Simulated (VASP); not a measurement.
A run of VASP 6.6.1 is set up as follows.

File INCAR:

```
SYSTEM = Ag
PREC = Accurate ; ENCUT = 500
EDIFF = 1E-6 ; ISMEAR = -1
SIGMA = 0.1 ; LREAL = .FALSE.
LASPH = .TRUE. ; NELM = 200
ALGO = Normal ; ISIF = 2
LWAVE = .FALSE. ; LCHARG = .TRUE.
MAGMOM = 0 0 0 ; LORBIT = 11
LSORBIT = .TRUE. ; GGA_COMPAT = .FALSE.
LORBMOM = .TRUE. ; LMAXMIX = 4
GGA = PE ; LVHAR = .TRUE.
NBANDS = 22
```

File KPOINTS:

```
Automatic mesh
0
G
  13 13 13
  0 0 0
```

POSCAR

```
Ag
1.0
   -1.6516693065      1.6516693065      1.6516693065
    1.6516693065     -1.6516693065      1.6516693065
    1.6516693065      1.6516693065     -1.6516693065
Ag
1
Direct
    0.0000000000      0.0000000000      0.0000000000
```

Potentials or basis: VASP PAW PBE potentials, release 64 (Ag).

Launch:

```console
$ cat potpaw_PBE.64/Ag/POTCAR > POTCAR
$ mpirun -np 1 vasp_ncl > vasp.out
```

Task: Estimate the pressure.

Result: -0.4 GPa.

Task: What does it give for the net moment?

Result: 0.00 μB per cell.

Moments on the atoms (μB; x, y, z):
```
Ag  0.00 0.00 0.00
```
